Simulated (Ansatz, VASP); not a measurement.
**NaI: VASP beside Ansatz**

```
Na I
1.0
    -0.06643    3.54319    3.54319
     3.54319   -0.06643    3.54319
     3.47676    3.47676    0.00000
Na I
1 1
Cartesian
  0.0000 0.0000 -0.0302
  1.7384 1.7384 1.8018
```

Change from the starting cell: shear_xy strain -3.8%.

Alike in both runs: task single point; functional PBE; k mesh 6 × 6 × 6; occupations fermi-dirac, width 0.02 eV; no spin polarisation.

```csv
,VASP,Ansatz
version,VASP 6.6.1,Ansatz 0.2.0
potentials or method,"VASP PAW PBE potentials, release 64 (Na_pv, I)","plane waves, PAW"
plane-wave cutoff (eV),520,420
valence electrons in the cell,14,26
```

|  | VASP | Ansatz | Ansatz less VASP |
| --- | --- | --- | --- |
| gap on the k mesh at the Fermi level (eV) | 3.76 | 3.76 | +0.003 |
| pressure (GPa) | 0.4 | 0.4 | -0.01 |
| traceless stress, the component that is largest in VASP (GPa) | 0.11 | 0.11 | 0.000 |

VASP's potentials hold 14 valence electrons a cell and Ansatz's 26, so a difference there can come from the potentials and not from the codes.

Spin-orbit coupling is off throughout.
